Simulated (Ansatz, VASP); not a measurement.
# Two plane-wave programs on Pt

File INCAR:

```
  ALGO = Normal
  EDIFF = 1E-6
  ENCUT = 520
  GGA = PE
  ISIF = 2
  ISMEAR = 1
  LASPH = True
  LCHARG = False
  LREAL = False
  LWAVE = False
  NBANDS = 11
  NELM = 80
  PREC = Accurate
  SIGMA = 0.05
```

File KPOINTS:

```
k-points
0
Gamma
  10 10 10
```

POSCAR

```
Pt
1.0
    0.0000000000      1.9276579849      1.9276579849
    1.9276579849      0.0000000000      1.9276579849
    1.9276579849      1.9276579849      0.0000000000
Pt
1
Direct
    0.0000000000      0.0000000000      0.0000000000
```

Input for Ansatz:

```yaml
crystal:
  lattice:
    - [0.0, 1.9276579848986972, 1.9276579848986972]
    - [1.9276579848986972, 0.0, 1.9276579848986972]
    - [1.9276579848986972, 1.9276579848986972, 0.0]
  atoms:
    - { symbol: Pt, position: [0.0, 0.0, 0.0] }
basis:
  ecutwfc: 500.0
kpoints:
  mp_grid:
    grid: [10, 10, 10]
hamiltonian:
  xc: pbe
scf:
  occupations:
    method: cold
    width: 0.05
output:
  stress: true
```

Alike in both runs: task single point; functional PBE; k mesh 10 × 10 × 10; no spin polarisation.

```csv
,VASP,Ansatz
version,VASP 6.6.1,Ansatz 0.2.0
potentials or method,"VASP PAW PBE potentials, release 64 (Pt), cutoff 520 eV","plane waves, PAW"
occupations,"methfessel-paxton of order 1, width 0.05 eV","cold, width 0.05 eV"
valence electrons in the cell,10,18
```

Ansatz gave:

| Quantity | Value |
| --- | --- |
| pressure (GPa) | 27.8 |

Task: What did VASP give for the same quantities?

Result: Pressure (GPa): 27.2.

VASP's potentials hold 10 valence electrons a cell and Ansatz's 18, so a difference there can come from the potentials and not from the codes.

Neither program's run includes spin-orbit coupling.
